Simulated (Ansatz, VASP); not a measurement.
Two plane-wave programs on CsI

```
CELL_PARAMETERS angstrom
4.50681 0.00000 0.00000
0.00000 4.50681 0.00000
0.00000 0.00000 4.50681
ATOMIC_POSITIONS crystal
Cs 0.00000 0.00000 0.00000
I 0.50000 0.50000 0.50000
```

Alike in both runs: functional PBEsol; k mesh 6 × 6 × 6; occupations gaussian, width 0.02 eV; no spin polarisation.

Ansatz relaxed the structure, and its values are those at the end. VASP's run is a single point on that final structure, the one shown.

|  | VASP | Ansatz |
| --- | --- | --- |
| version | VASP 6.6.1 | Ansatz 0.2.0 |
| potentials or method | VASP PAW PBE potentials, release 64 (Cs_sv, I), cutoff 500 eV | scalar-relativistic, plane waves, PAW |
| valence electrons in the cell | 16 | 26 |

|  | VASP | Ansatz | Ansatz less VASP |
| --- | --- | --- | --- |
| gap on the k mesh at the Fermi level (eV) | 3.83 | 3.85 | +0.014 |
| least direct gap on the mesh (eV) | 3.91 | 3.93 | +0.010 |
| pressure (GPa) | 0.1 | 0.0 | -0.06 |

VASP's potentials were made for PBE, not for PBEsol. VASP's potentials hold 16 valence electrons a cell and Ansatz's 26, so a difference there can come from the potentials and not from the codes.

Spin-orbit coupling is off throughout.
